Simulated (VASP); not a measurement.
# InSb (Pmmn) in VASP: notebook, part 3 of 3

VASP 6.6.1.

## 5. Single point, LDA (zz strain of +3 %)

Input file INCAR:

```
SYSTEM = InSb
PREC = Accurate ; ENCUT = 520
EDIFF = 1E-7 ; ISMEAR = -1
SIGMA = 0.08 ; LREAL = .FALSE.
LASPH = .TRUE. ; NELM = 60
ALGO = Normal ; ISIF = 2
LWAVE = .FALSE. ; LCHARG = .FALSE.
GGA = CA ; NBANDS = 26
```

Input file KPOINTS:

```
regular mesh
0
G
  6 6 11
  0 0 0
```

Input file POSCAR:

```
InSb
1.0
    5.3570000000      0.0000000000      0.0000000000
    0.0000000000      5.7120000000      0.0000000000
    0.0000000000      0.0000000000      3.1548900000
In Sb
2 2
Direct
    0.0000000000      0.0000000000      0.0000000000
    0.5000000000      0.5000000000      0.0000000000
    0.5000000000      0.0000000000      0.8350000000
    0.0000000000      0.5000000000      0.1650000000
```

Potentials or basis: VASP PAW LDA potentials, release 64 (In_d, Sb).

Started as:

```console
$ cat potpaw_LDA.64/In_d/POTCAR potpaw_LDA.64/Sb/POTCAR > POTCAR
$ mpirun -np 1 vasp_std > vasp.out
```

OUTCAR:

```text
SYSTEM = InSb
   PREC = Accurate
   ENCUT = 520
   EDIFF = 1E-7
   ISMEAR = -1
   LREAL = .FALSE.
   LASPH = .TRUE.
   NELM = 60
   ISIF = 2
   GGA = CA

 ion  position               nearest neighbor table
   1  0.000  0.000  0.000-   3 2.73   3 2.73   4 2.90   4 2.90   3 3.76   3 3.76   4 3.89   4 3.89
                             2 3.92   2 3.92   2 3.92   2 3.92
   2  0.500  0.500  0.000-   4 2.73   4 2.73   3 2.90   3 2.90   4 3.76   4 3.76   3 3.89   3 3.89
                             1 3.92   1 3.92   1 3.92   1 3.92
   3  0.500  0.000  0.835-   1 2.73   1 2.73   2 2.90   2 2.90   1 3.76   1 3.76   2 3.89   2 3.89

   4  0.000  0.500  0.165-   2 2.73   2 2.73   1 2.90   1 2.90   2 3.76   2 3.76   1 3.89   1 3.89

  LATTYP: Found a simple orthorhombic cell.
 ALAT       =     3.1548900000
 B/A-ratio  =     1.6979989794
 C/A-ratio  =     1.8105227124

  Lattice vectors:

 A1 = (   0.0000000000,   0.0000000000,   3.1548900000)
 A2 = (   5.3570000000,   0.0000000000,   0.0000000000)
 A3 = (   0.0000000000,   5.7120000000,   0.0000000000)

Analysis of symmetry for initial positions (statically):
=====================================================================
 Subroutine PRICEL returns:
 Original cell was already a primitive cell.

 Routine SETGRP: Setting up the symmetry group for a
 simple orthorhombic supercell.

 Subroutine GETGRP returns: Found  8 space group operations
 (whereof  4 operations were pure point group operations)
 out of a pool of  8 trial point group operations.

The static configuration has the point symmetry C_2v.
 The point group associated with its full space group is D_2h.

Analysis of symmetry for dynamics (positions and initial velocities):
=====================================================================
 Subroutine PRICEL returns:
 Original cell was already a primitive cell.

 Routine SETGRP: Setting up the symmetry group for a
 simple orthorhombic supercell.

[... 127 lines left out ...]
   IMIX   =      4    mixing-type and parameters
     AMIX     =   0.40;   BMIX     =  1.00
     AMIX_MAG =   1.60;   BMIX_MAG =  1.00
  volume/ion in A,a.u.               =      24.13       162.87
  Fermi-wavevector in a.u.,A,eV,Ry     =   1.178359  2.226776 18.892098  1.388530
  Thomas-Fermi vector in A             =   2.314689
   LORBIT       =      0    0 simple, 1 ext, 2 COOP (PROOUT), +10 PAW based schemes
   GGA     = CA    functional components
   LHFCALC =     F    Hartree Fock is set to
   AEXX    =    0.0000 exact exchange contribution
   IVDW    =     0    specifies the selected vdW correction
   LEPSILON=     F    determine dielectric tensor
   LRPA    =     F    only Hartree local field effects (RPA)
 non-spin polarized calculation
  energy-cutoff  :      520.00
  volume of cell :       96.54
 maximum number of plane-waves:      2626
 NGX is ok and might be reduce to    40
   NGX = 19   NGY = 21   NGZ = 11

 number of electron      35.9999995 magnetization

 Free energy of the ion-electron system (eV)
  ---------------------------------------------------
  ext. energy  EPLUGINS =         0.00000000
  ---------------------------------------------------
  free energy    TOTEN  =       -15.52347479 eV

  energy without entropy =      -15.48628256  energy(sigma->0) =      -15.50487868

 E-fermi :   8.9260     XC(G=0): -10.7800

 val. band max:        8.9190141161   @ k =   0.0000   0.1667   0.1818
 cond. band min:       8.9500348041   @ k =   0.1667   0.3333   0.4545
 fundamental gap:      0.0310206879
 Fermi energy:         8.9260402183

 k-point     1 :       0.0000    0.0000    0.0000
  band No.  band energies     occupation
      1      -6.2515      2.00000
      2      -6.1902      2.00000
      3      -6.0498      2.00000
      4      -5.9081      2.00000
      5      -5.8878      2.00000
      6      -5.7488      2.00000
[... 685 lines left out ...]
     25      15.6368      0.00000
     26      15.6368      0.00000

 [... further k-points ...]

------------------------ aborting loop because EDIFF is reached ----------------------------------------

  FORCE on cell =-STRESS in cart. coord.  units (eV):
  Direction    XX          YY          ZZ          XY          YZ          ZX
  --------------------------------------------------------------------------------------
  -------------------------------------------------------------------------------------
  Total       12.6638379      4.1260697      0.3164423      0.0000000      0.0000000      0.0000000
  in kB      210.1753883     68.4783170      5.2518344      0.0000000      0.0000000      0.0000000
  external PRESSURE =      94.6351799 kB  Pullay stress =       0.0000000 kB

 VOLUME and BASIS-vectors are now :
 -----------------------------------------------------------------------------
  energy-cutoff  :      520.00
  volume of cell :       96.54
      direct lattice vectors                 reciprocal lattice vectors
     5.357000000  0.000000000  0.000000000     0.186671645  0.000000000  0.000000000
     0.000000000  5.712000000  0.000000000     0.000000000  0.175070028  0.000000000
     0.000000000  0.000000000  3.154890000     0.000000000  0.000000000  0.316968262

 POSITION                                       TOTAL-FORCE (eV/Angst)
 -----------------------------------------------------------------------------------
      0.00000      0.00000      0.00000         0.000000      0.000000      0.275571
      2.67850      2.85600      0.00000         0.000000      0.000000     -0.275571
      2.67850      0.00000      2.63433         0.000000      0.000000     -0.667685
      0.00000      2.85600      0.52056         0.000000      0.000000      0.667685
 -----------------------------------------------------------------------------------
    total drift:                               -0.000000      0.000000     -0.000000

  FREE ENERGIE OF THE ION-ELECTRON SYSTEM (eV)
  ---------------------------------------------------
  free  energy   TOTEN  =       -15.5234747931 eV

  energy  without entropy=      -15.4862825629  energy(sigma->0) =      -15.50487868
```

It took 77 s on 1 thread of Intel Xeon 6975P-C (Granite Rapids), shared host; peak memory 0.31 GiB.

Results:

| Quantity | Value |
| --- | --- |
| Free energy | -15.5235 eV |
| Pressure | 9.5 GPa |
| Largest force | 0.668 eV/Å |
| Band gap on the k mesh | zero (bands 18 and 19 overlap by 3.36 eV) |

Forces on the atoms (eV/Å):
```
In   0.000  0.000  0.276
In   0.000  0.000 -0.276
Sb   0.000  0.000 -0.668
Sb   0.000  0.000  0.668
```

Levels at points of the mesh, in eV from the Fermi level:
```tsv
k point	band 15	band 16	band 17	band 18	band 19	band 20	band 21	band 22
(0.00, 0.00, 0.00)	-5.53	-2.74	-2.48	-2.00	3.30	3.67	3.68	6.43
(0.50, 0.00, 0.00)	-4.23	-4.23	1.17	1.17	3.87	3.87	4.65	4.65
(0.00, 0.50, 0.00)	-4.41	-4.41	-0.18	-0.18	3.77	3.77	4.16	4.16
(0.50, 0.50, 0.00)	-0.23	-0.23	1.51	1.51	2.59	2.59	2.92	2.92
```

Caveat: the cell differs from its parent crystal (zz strain of +3 %); the cell stands under pressure; spin-orbit coupling is left out, which moves the levels of the heavy elements.

## 6. Single point, LDA (equal xx and yy strain of -3 %)

Input file INCAR:

```
PREC = Accurate
ENCUT = 520
EDIFF = 1E-6
ISMEAR = -1
SIGMA = 0.08
LREAL = F
LASPH = T
NELM = 100
ALGO = Normal
ISIF = 2
LWAVE = F
LCHARG = T
LELF = T
LVHAR = T
NBANDS = 26
```

Input file KPOINTS:

```
regular mesh
0
Gamma
  6 6 11
```

Input file POSCAR:

```
InSb
1.0
    5.1962900000      0.0000000000      0.0000000000
    0.0000000000      5.5406400000      0.0000000000
    0.0000000000      0.0000000000      3.0630000000
In Sb
2 2
Direct
    0.0000000000      0.0000000000      0.0000000000
    0.5000000000      0.5000000000      0.0000000000
    0.5000000000      0.0000000000      0.8350000000
    0.0000000000      0.5000000000      0.1650000000
```

Potentials or basis: VASP PAW LDA potentials, release 64 (In_d, Sb).

Started as:

```console
$ cat potpaw_LDA.64/In_d/POTCAR potpaw_LDA.64/Sb/POTCAR > POTCAR
$ mpirun -np 1 vasp_std > vasp.out
```

OUTCAR:

```text
PREC = Accurate
   ENCUT = 520
   EDIFF = 1E-6
   ISMEAR = -1
   LREAL = F
   LASPH = T
   NELM = 100
   ISIF = 2

 ion  position               nearest neighbor table
   1  0.000  0.000  0.000-   3 2.65   3 2.65   4 2.82   4 2.82   3 3.65   3 3.65   4 3.77   4 3.77
                             2 3.80   2 3.80   2 3.80   2 3.80
   2  0.500  0.500  0.000-   4 2.65   4 2.65   3 2.82   3 2.82   4 3.65   4 3.65   3 3.77   3 3.77
                             1 3.80   1 3.80   1 3.80   1 3.80
   3  0.500  0.000  0.835-   1 2.65   1 2.65   2 2.82   2 2.82   1 3.65   1 3.65   2 3.77   2 3.77

   4  0.000  0.500  0.165-   2 2.65   2 2.65   1 2.82   1 2.82   2 3.65   2 3.65   1 3.77   1 3.77

  LATTYP: Found a simple orthorhombic cell.
 ALAT       =     3.0630000000
 B/A-ratio  =     1.6964707803
 C/A-ratio  =     1.8088932419

  Lattice vectors:

 A1 = (   0.0000000000,   0.0000000000,   3.0630000000)
 A2 = (   5.1962900000,   0.0000000000,   0.0000000000)
 A3 = (   0.0000000000,   5.5406400000,   0.0000000000)

Analysis of symmetry for initial positions (statically):
=====================================================================
 Subroutine PRICEL returns:
 Original cell was already a primitive cell.

 Routine SETGRP: Setting up the symmetry group for a
 simple orthorhombic supercell.

 Subroutine GETGRP returns: Found  8 space group operations
 (whereof  4 operations were pure point group operations)
 out of a pool of  8 trial point group operations.

The static configuration has the point symmetry C_2v.
 The point group associated with its full space group is D_2h.

Analysis of symmetry for dynamics (positions and initial velocities):
=====================================================================
 Subroutine PRICEL returns:
 Original cell was already a primitive cell.

 Routine SETGRP: Setting up the symmetry group for a
 simple orthorhombic supercell.

 Subroutine GETGRP returns: Found  8 space group operations
[... 125 lines left out ...]
   IALGO  =     38    algorithm
   IMIX   =      4    mixing-type and parameters
     AMIX     =   0.40;   BMIX     =  1.00
     AMIX_MAG =   1.60;   BMIX_MAG =  1.00
  volume/ion in A,a.u.               =      22.05       148.78
  Fermi-wavevector in a.u.,A,eV,Ry     =   1.214439  2.294956 20.066704  1.474861
  Thomas-Fermi vector in A             =   2.349858
   LORBIT       =      0    0 simple, 1 ext, 2 COOP (PROOUT), +10 PAW based schemes
   GGA     = CA    functional components
   LHFCALC =     F    Hartree Fock is set to
   AEXX    =    0.0000 exact exchange contribution
   IVDW    =     0    specifies the selected vdW correction
   LEPSILON=     F    determine dielectric tensor
   LRPA    =     F    only Hartree local field effects (RPA)
 non-spin polarized calculation
  energy-cutoff  :      520.00
  volume of cell :       88.19
 maximum number of plane-waves:      2398
 NGX is ok and might be reduce to    40
   NGX = 19   NGY = 21   NGZ = 11

 number of electron      35.9999997 magnetization

 Free energy of the ion-electron system (eV)
  ---------------------------------------------------
  ext. energy  EPLUGINS =         0.00000000
  ---------------------------------------------------
  free energy    TOTEN  =       -14.76069534 eV

  energy without entropy =      -14.72428166  energy(sigma->0) =      -14.74248850

 E-fermi :  10.2684     XC(G=0): -11.2091

 val. band max:       10.2670119232   @ k =   0.5000   0.5000   0.1818
 cond. band min:      10.2733285128   @ k =   0.1667   0.3333   0.4545
 fundamental gap:      0.0063165896
 Fermi energy:        10.2684281727

 k-point     1 :       0.0000    0.0000    0.0000
  band No.  band energies     occupation
      1      -5.2980      2.00000
      2      -5.1856      2.00000
      3      -4.9879      2.00000
      4      -4.8394      2.00000
      5      -4.7984      2.00000
      6      -4.6256      2.00000
[... 685 lines left out ...]
     25      17.3206      0.00000
     26      17.3206      0.00000

 [... further k-points ...]

------------------------ aborting loop because EDIFF is reached ----------------------------------------

  FORCE on cell =-STRESS in cart. coord.  units (eV):
  Direction    XX          YY          ZZ          XY          YZ          ZX
  --------------------------------------------------------------------------------------
  -------------------------------------------------------------------------------------
  Total       19.9369455      9.2861770      4.3464278      0.0000000      0.0000000      0.0000000
  in kB      362.2170532    168.7124873     78.9664722      0.0000000      0.0000000      0.0000000
  external PRESSURE =     203.2986709 kB  Pullay stress =       0.0000000 kB

 VOLUME and BASIS-vectors are now :
 -----------------------------------------------------------------------------
  energy-cutoff  :      520.00
  volume of cell :       88.19
      direct lattice vectors                 reciprocal lattice vectors
     5.196290000  0.000000000  0.000000000     0.192444994  0.000000000  0.000000000
     0.000000000  5.540640000  0.000000000     0.000000000  0.180484565  0.000000000
     0.000000000  0.000000000  3.063000000     0.000000000  0.000000000  0.326477310

 POSITION                                       TOTAL-FORCE (eV/Angst)
 -----------------------------------------------------------------------------------
      0.00000      0.00000      0.00000         0.000000      0.000000      0.352056
      2.59815      2.77032      0.00000         0.000000      0.000000     -0.352056
      2.59815      0.00000      2.55761         0.000000      0.000000     -0.962319
      0.00000      2.77032      0.50539         0.000000      0.000000      0.962319
 -----------------------------------------------------------------------------------
    total drift:                               -0.000000      0.000000     -0.000000

  FREE ENERGIE OF THE ION-ELECTRON SYSTEM (eV)
  ---------------------------------------------------
  free  energy   TOTEN  =       -14.7606953353 eV

  energy  without entropy=      -14.7242816608  energy(sigma->0) =      -14.74248850
```

OSZICAR:

```text
N       E                     dE             d eps       ncg     rms          rms(c)
DAV:   1     0.304572986854E+03    0.30457E+03   -0.15798E+04  4992   0.159E+03
DAV:   2     0.117526935643E+02   -0.29282E+03   -0.28600E+03  5200   0.387E+02
DAV:   3    -0.139876872956E+02   -0.25740E+02   -0.25213E+02  6318   0.130E+02
DAV:   4    -0.149400099231E+02   -0.95232E+00   -0.94918E+00  5994   0.258E+01
DAV:   5    -0.149944575126E+02   -0.54448E-01   -0.54442E-01  7704   0.560E+00    0.809E+00
DAV:   6    -0.148096828062E+02    0.18477E+00   -0.26806E-01  6936   0.894E+00    0.436E+00
DAV:   7    -0.147643533432E+02    0.45329E-01   -0.11844E-01  7542   0.392E+00    0.850E-01
DAV:   8    -0.147611592105E+02    0.31941E-02   -0.15293E-02  6826   0.156E+00    0.542E-01
DAV:   9    -0.147607041127E+02    0.45510E-03   -0.10758E-03  6436   0.190E-01    0.131E-01
DAV:  10    -0.147606975907E+02    0.65219E-05   -0.54699E-05  6796   0.876E-02    0.426E-02
DAV:  11    -0.147606955702E+02    0.20205E-05   -0.80111E-06  5996   0.308E-02    0.222E-02
DAV:  12    -0.147606953353E+02    0.23487E-06   -0.68824E-07  2830   0.735E-03
   1 F= -.14760695E+02 E0= -.14742488E+02  d E =-.364137E-01
```

It took 3.1 min on 1 thread of Intel Xeon 8259CL, shared host; peak memory 0.3 GiB.

What came out:

- Free energy: -14.7607 eV
- Pressure: 20.3 GPa
- Largest force: 0.962 eV/Å
- Band gap on the k mesh: zero (bands 18 and 19 overlap by 3.84 eV)

Forces on the atoms (eV/Å):
```
In   0.000  0.000  0.352
In   0.000  0.000 -0.352
Sb   0.000  0.000 -0.962
Sb   0.000  0.000  0.962
```

Stress tensor (GPa, compression positive):
```
36.22  0.00  0.00
 0.00 16.87  0.00
 0.00  0.00  7.90
```

Caveat: the cell differs from its parent crystal (equal xx and yy strain of -3 %); the cell stands under pressure; spin-orbit coupling is left out, which moves the levels of the heavy elements.

## 7. The runs side by side

| cell | gap on the mesh (eV) | pressure (GPa) | largest force (eV/Å) |
| --- | --- | --- | --- |
| a = 5.427, b = 5.787, c = 3.103 Å, 4 atoms | none | 7.8 | 0.51 |
| a = 5.357, b = 5.712, c = 3.002 Å, 4 atoms | none | 13.7 | 0.57 |
| a = 5.357, b = 5.712, c = 3.094 Å, 4 atoms | none | 11.0 | 0.63 |
| a = 5.357, b = 5.712, c = 3.155 Å, 4 atoms | none | 9.5 | 0.67 |
| a = 5.196, b = 5.541, c = 3.063 Å, 4 atoms | none | 20.3 | 0.96 |

Alike in all rows: task single point; level LDA; potentials or basis VASP PAW LDA potentials, release 64 (In_d, Sb); no spin polarisation; k mesh 6 × 6 × 11; cutoff (eV) 520; smearing fermi-dirac 0.08 eV.

Caveats: the cell stands under pressure; spin-orbit coupling is left out, which moves the levels of the heavy elements.

Total energies depend on the potentials used, so only differences within one code and one set of settings carry meaning.
